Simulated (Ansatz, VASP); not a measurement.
One calculation of B, two programs

The input INCAR:

```
PREC = Accurate
ENCUT = 520
EDIFF = 1E-6
ISMEAR = -1
SIGMA = 0.1
LREAL = False
LASPH = True
NELM = 60
ALGO = Normal
ISIF = 2
LWAVE = False
LCHARG = True
LELF = True
LVHAR = True
NBANDS = 10
```

The input KPOINTS:

```
Automatic mesh
0
Gamma
  22 22 13
```

Contents of POSCAR:

```
B
1.0
   -2.4623893140      2.6479007509      0.7973833732
    2.6479007509     -2.4623893140      0.7973833732
    1.9669773797      1.9669773797     -0.4576188367
B
2
Direct
    0.0679677043      0.9320322957      0.0000000000
    0.6820322957      0.3179677043      0.5000000000
```

Input for Ansatz:

```yaml
crystal:
  lattice:
    - [-2.462389314, 2.6479007509, 0.7973833732]
    - [2.6479007509, -2.462389314, 0.7973833732]
    - [1.9669773797, 1.9669773797, -0.4576188367]
  atoms:
    - { symbol: B, position: [0.0679677043, 0.9320322957, 0.0] }
    - { symbol: B, position: [0.6820322957, 0.3179677043, 0.5] }
hamiltonian:
  xc: lda
  pseudopotentials:
    kind: paw
    azcp:
      B: "pseudopotentials/B.paw.azcp"
basis:
  ecutwfc: 420
  fft_grid_basis: typed
kpoints:
  mp_grid: { grid: [22, 22, 13], shift: [0, 0, 0] }
magnetization:
  spin_polarized: false
scf:
  occupations: { method: fermi_dirac, width: 0.1 }
  lower_state_search: "off"
output:
  stress: true
```

Alike in both runs: task single point; functional LDA; k mesh 22 × 22 × 13; occupations fermi-dirac, width 0.1 eV; no spin polarisation.

|  | VASP | Ansatz |
| --- | --- | --- |
| version | VASP 6.6.1 | Ansatz 0.2.0 |
| potentials or method | VASP PAW LDA potentials, release 64 (B), cutoff 520 eV | plane waves (420 eV) with PAW, scalar-relativistic |
| valence electrons in the cell | 6 | 6 |

|  | VASP | Ansatz | Ansatz less VASP |
| --- | --- | --- | --- |
| pressure (GPa) | 0.2 | 0.0 | -0.13 |
| traceless stress, the component that is largest in VASP (GPa) | 0.35 | 0.23 | -0.123 |

Ansatz warns that its potentials were made for another functional, while VASP's fit it. LDA's correlation is that of Perdew and Zunger in VASP and of Perdew and Wang (1992) in Ansatz.
